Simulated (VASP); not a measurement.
Set up this calculation in VASP 6.6.1, as the native input.

```
Task                            : G0W0 quasiparticle levels
Functional                      : PBE
Potentials or basis             : VASP PAW PBE potentials, release 64 (Si_GW, C_GW)
Cutoff                          : 500 eV
k mesh                          : 4 × 4 × 4
Occupations                     : gaussian, width 0.01 eV
Spin                            : no spin polarisation
Dipole correction               : no
GW scheme                       : G0W0
GW iterations                   : 1
Cutoff of the response function : 113.3
Frequency points                : 48
Empty bands                     : 100
Further INCAR settings          : ALGO = EVGW0; EDIFF = 1e-08; NBANDS = 104
```

SiC:

```
Si C
1.0
     0.00000    2.17900    2.17900
     2.17900    0.00000    2.17900
     2.17900    2.17900    0.00000
Si C
1 1
Direct
  0.00000 0.00000 0.00000
  0.25000 0.25000 0.25000
```

These files were run (other wordings do the same):

POSCAR

```
SiC
1.0
    0.0000000000      2.1790000000      2.1790000000
    2.1790000000      0.0000000000      2.1790000000
    2.1790000000      2.1790000000      0.0000000000
Si C
1 1
Direct
    0.0000000000      0.0000000000      0.0000000000
    0.2500000000      0.2500000000      0.2500000000
```

INCAR.step1

```
  ALGO = Normal
  EDIFF = 1E-8
  ENCUT = 500
  GGA = PE
  ISMEAR = 0
  LASPH = T
  LCHARG = F
  LREAL = F
  LWAVE = T
  NELM = 80
  PREC = Accurate
  SIGMA = 0.01
```

INCAR.step2

```
  ALGO = Exact
  EDIFF = 1E-8
  ENCUT = 500
  GGA = PE
  ISMEAR = 0
  ISTART = 1
  LASPH = T
  LCHARG = F
  LOPTICS = T
  LREAL = F
  LWAVE = T
  NBANDS = 104
  NELM = 1
  PREC = Accurate
  SIGMA = 0.01
```

INCAR.step3

```
  ALGO = EVGW0
  EDIFF = 1E-8
  ENCUT = 500
  ENCUTGW = 113.3
  GGA = PE
  ISMEAR = 0
  ISTART = 1
  LASPH = T
  LCHARG = F
  LREAL = F
  LWAVE = F
  NBANDS = 104
  NBANDSGW = 12
  NELMGW = 1
  NOMEGA = 48
  PREC = Accurate
  PRECFOCK = Fast
  SIGMA = 0.01
```

KPOINTS

```
k-points
0
Gamma
  4 4 4
```

Potentials or basis: VASP PAW PBE potentials, release 64 (Si_GW, C_GW).

Run with:

```bash
$ cat potpaw_PBE.64/Si_GW/POTCAR potpaw_PBE.64/C_GW/POTCAR > POTCAR
$ cp INCAR.step1 INCAR
$ mpirun -np 1 vasp_std > vasp.out
$ cp INCAR.step2 INCAR
$ mpirun -np 1 vasp_std > vasp.out
$ cp INCAR.step3 INCAR
$ mpirun -np 1 vasp_std > vasp.out
```

Results of the run:

```yaml
Band_gap_on_the_k_mesh_mean-field_level: 1.31 eV, indirect (least direct gap 4.51 eV)
Quasiparticle_gap: 2.01 eV
Least_direct_quasiparticle_gap: 5.49 eV
```

Caveat: the k points lie up to 0.62 Å⁻¹ apart; bands, screening cutoff and mesh are small and nothing is extrapolated, so the quasiparticle values aren't converged.

It took 36 s on 1 thread of Intel Xeon 6975P-C, on a shared host, peak memory 0.2 GiB.
